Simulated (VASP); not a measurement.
Runs of VASP 6.6.1 on WSe2. The structure is that of space group P6_3/mmc (No. 194), or close to it. The cells are those of the table. 

| task | cell | gap on the mesh (eV) | pressure (GPa) | largest force (eV/Å) |
| --- | --- | --- | --- | --- |
| electric field gradients | a = 3.312, b = 3.312, c = 13.056 Å, angles 90.0, 90.0, 120.0°, 6 atoms | 0.96 | 1.2 | 0.11 |
| single point | a = 3.246, b = 3.246, c = 12.795 Å, angles 90.0, 90.0, 120.0°, 6 atoms | 0.91 | 10.7 | 0.94 |
| electric field gradients | a = 3.279, b = 3.279, c = 12.927 Å, angles 90.0, 90.0, 120.0°, 6 atoms | 0.94 | 5.6 | 0.39 |
| single point | a = 3.290, b = 3.304, c = 12.970 Å, angles 90.2, 90.6, 120.4°, 6 atoms | 0.94 | 4.1 | 0.33 |
| single point | a = 3.312, b = 3.312, c = 13.056 Å, angles 90.0, 90.0, 120.0°, 6 atoms | 0.96 | 1.2 | 0.11 |
| electric field gradients | a = 3.355, b = 3.355, c = 13.224 Å, angles 90.0, 90.0, 120.0°, 6 atoms | (b) | (a) | 0.68 |

Alike in all rows: level PBE; potentials or basis VASP PAW PBE potentials, release 64 (W_sv, Se); no spin polarisation; k mesh 11 × 11 × 3; cutoff (eV) 520; smearing fermi-dirac 0.08 eV.

Task: Estimate the missing entries.

Result: (a) -3.6; (b) 0.99.

Caveats: spin-orbit coupling is left out, which moves the levels of the heavy elements; this functional lacks dispersion, which binds layers or chains, so the pressure and a relaxed spacing across them are unreliable (at least some runs); the cell stands under pressure (at least some runs); the cell stands under tension (at least some runs).

A k mesh can miss the band edges, and the runs leave out spin-orbit coupling on Se, W.
